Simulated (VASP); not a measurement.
ZrGaH4: single point with PBE

The system is ZrGaH4.

```xyz
6
Lattice="3.5476 0.0000 0.0000 0.0000 3.5476 0.0000 0.0000 0.0000 4.2156" Properties=species:S:1:pos:R:3 pbc="T T T"
Zr    1.7738    1.7738    2.1078
Ga    0.0000    0.0000    0.0000
H     1.7738    0.0000    1.0571
H     0.0000    1.7738    3.1584
H     1.7738    0.0000    3.1584
H     0.0000    1.7738    1.0571
```

```json
{"Program": "VASP 6.6.1", "Task": "single point", "Functional": "PBE", "Potentials or basis": "VASP PAW PBE potentials, release 64 (Zr_sv, Ga_d, H)", "Cutoff": "520 eV", "k mesh": "10 × 10 × 8", "Occupations": "gaussian, width 0.1 eV", "Spin": "no spin polarisation"}
```

- Pressure: 0.0 GPa

Levels at points of the mesh, in eV from the Fermi level:
| k point | band 13 | band 14 | band 15 | band 16 | band 17 | band 18 |
| --- | --- | --- | --- | --- | --- | --- |
| (0.00, 0.00, 0.00) | -2.12 | -0.14 | 1.27 | 1.27 | 2.16 | 2.16 |
| (0.50, 0.00, 0.00) | -1.77 | -1.49 | 0.07 | 0.97 | 1.55 | 3.26 |
| (0.50, 0.50, 0.00) | -4.10 | -4.10 | -1.05 | 1.41 | 2.17 | 3.06 |
| (0.00, 0.00, 0.50) | -2.29 | -0.30 | -0.30 | 1.07 | 2.47 | 5.18 |
| (0.50, 0.00, 0.50) | -5.33 | 0.82 | 0.86 | 0.95 | 1.67 | 3.64 |
| (0.50, 0.50, 0.50) | -3.63 | -3.63 | -3.31 | 2.22 | 2.26 | 3.09 |

Wall time 73 s on 1 thread of Intel(R) Xeon(R) Platinum 8488C (Sapphire Rapids), on a shared host, peak memory 0.26 GiB.
